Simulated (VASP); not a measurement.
A run of VASP 6.6.1 is set up as follows.

INCAR

```
SYSTEM = HoMoN2
ALGO = Normal ; EDIFF = 1E-6
ENCUT = 600 ; GGA = PE
GGA_COMPAT = .FALSE. ; ISIF = 2
ISMEAR = 0 ; ISPIN = 2
LASPH = .TRUE. ; LCHARG = .TRUE.
LELF = .TRUE. ; LMAXMIX = 6
LORBIT = 11 ; LREAL = .FALSE.
LVHAR = .TRUE. ; LWAVE = .FALSE.
MAGMOM = 0 1 0 0 ; NBANDS = 28
NELM = 200 ; PREC = Accurate
SIGMA = 0.15
```

The input KPOINTS:

```
k-points
0
G
  5 5 5
  0 0 0
```

File POSCAR:

```
HoMoN2
1.0
   -2.1841536640      2.1841536640      4.1003920054
    2.1841536640     -2.1841536640      4.1003920054
    2.1841536640      2.1841536640     -4.1003920054
Ho Mo N
1 1 2
Direct
    0.0000000000      0.0000000000      0.0000000000
    0.5000000000      0.5000000000      0.0000000000
    0.2760349693      0.2760349693      0.0000000000
    0.7239650307      0.7239650307      0.0000000000
```

Potentials or basis: VASP PAW PBE potentials, release 64 (Ho_3, Mo_sv, N), 4f in core.

Command:

```bash
$ cat potpaw_PBE.64/Ho_3/POTCAR potpaw_PBE.64/Mo_sv/POTCAR potpaw_PBE.64/N/POTCAR > POTCAR
$ mpirun -np 1 vasp_std > vasp.out
```

Problem. Estimate the net moment.

Solution. 0.00 μB per cell.

Problem. What does it give for the pressure?

Solution. 0.3 GPa.

Stress tensor (GPa, compression positive):
```
-0.17  0.00  0.00
 0.00 -0.17  0.00
 0.00  0.00  1.22
```

Caveat: the magnetic or orbital state may not be the lowest.
